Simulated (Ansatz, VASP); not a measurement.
Two plane-wave programs on Pt

```
Pt
1.0
    -1.77901    1.57772    1.57772
     1.57772   -1.77901    1.57772
     1.57772    1.57772   -1.77901
Pt
1
Direct
  0.00000 0.00000 0.00000
```

Alike in both runs: task single point; functional LDA; k mesh 22 × 22 × 22; occupations gaussian, width 0.15 eV; no spin polarisation.

```csv
,VASP,Ansatz
version,VASP 6.6.1,Ansatz 0.2.0
potentials or method,"VASP PAW LDA potentials, release 64 (Pt), cutoff 520 eV","scalar-relativistic, plane waves, PAW"
valence electrons in the cell,10,18
```

|  | VASP | Ansatz | Ansatz less VASP |
| --- | --- | --- | --- |
| gap on the k mesh at the Fermi level (eV) | none | none | - |
| pressure (GPa) | 9.4 | 8.9 | -0.47 |
| traceless stress, the component that is largest in VASP (GPa) | 29.72 | 29.74 | +0.020 |

Ansatz warns that its potentials were made for another functional, while VASP's fit it. LDA's correlation is that of Perdew and Zunger in VASP and of Perdew and Wang (1992) in Ansatz. A gap of «none» marks a metal or a gap that the smearing closes. VASP's potentials hold 10 valence electrons a cell and Ansatz's 18, so a difference there can come from the potentials and not from the codes.

Spin-orbit coupling is off throughout.
